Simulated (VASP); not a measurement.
Set up this calculation in VASP 6.6.1, as the native input.

```
Task                   : single point
Functional             : r2SCAN
Potentials or basis    : VASP PAW PBE potentials, release 64 (Cu)
Cutoff                 : 520 eV
k mesh                 : 18 × 18 × 6
Occupations            : gaussian, width 0.1 eV
Spin                   : no spin polarisation
Dipole correction      : no
Further INCAR settings : ALGO = Normal; EDIFF = 1e-07; NBANDS = 30
```

The system is Cu.

```
CELL_PARAMETERS angstrom
2.52934 0.00000 0.00000
-1.26467 2.19047 0.00000
0.00000 0.00000 8.26394
ATOMIC_POSITIONS crystal
Cu 0.00000 0.00000 0.00000
Cu 0.33333 0.66667 0.25000
Cu 0.00000 0.00000 0.50000
Cu 0.66667 0.33333 0.75000
```

This isn't the form of Cu at room conditions, which is fcc.

These files were run (other wordings do the same):

POSCAR

```
Cu
1.0
    2.5293395094      0.0000000000      0.0000000000
   -1.2646697547      2.1904722699      0.0000000000
    0.0000000000      0.0000000000      8.2639398566
Cu
4
Direct
    0.0000000000      0.0000000000      0.0000000000
    0.3333333333      0.6666666667      0.2500000000
    0.0000000000      0.0000000000      0.5000000000
    0.6666666667      0.3333333333      0.7500000000
```

INCAR.step1

```
SYSTEM = Cu
ALGO = Normal
EDIFF = 1E-4
ENCUT = 520
GGA = PE
ISMEAR = 0
LASPH = .True.
LCHARG = .False.
LREAL = .False.
LWAVE = .True.
NBANDS = 30
NELM = 60
PREC = Accurate
SIGMA = 0.1
```

INCAR.step2

```
SYSTEM = Cu
ALGO = Normal
EDIFF = 1E-7
ENCUT = 520
ISIF = 2
ISMEAR = 0
ISTART = 1
LASPH = .True.
LCHARG = .False.
LMIXTAU = .True.
LREAL = .False.
LWAVE = .False.
METAGGA = R2SCAN
NBANDS = 30
NELM = 60
PREC = Accurate
SIGMA = 0.1
```

KPOINTS

```
k-points
0
Gamma
  18 18 6
  0 0 0
```

Potentials or basis: VASP PAW PBE potentials, release 64 (Cu).

Run with:

```sh
$ cat potpaw_PBE.64/Cu/POTCAR > POTCAR
$ cp INCAR.step1 INCAR
$ mpirun -np 1 vasp_std > vasp.out
$ cp INCAR.step2 INCAR
$ mpirun -np 1 vasp_std > vasp.out
```

Results of the run:

The pressure is 0.7 GPa and the band gap on the k mesh is zero (bands 22 and 23 overlap by 5.47 eV).

Caveat: the PAW data sets were made with another functional, which shifts forces and pressure a little.

Wall time 21 min on 1 thread of Intel Xeon 8259CL (shared host), peak memory 0.28 GiB.
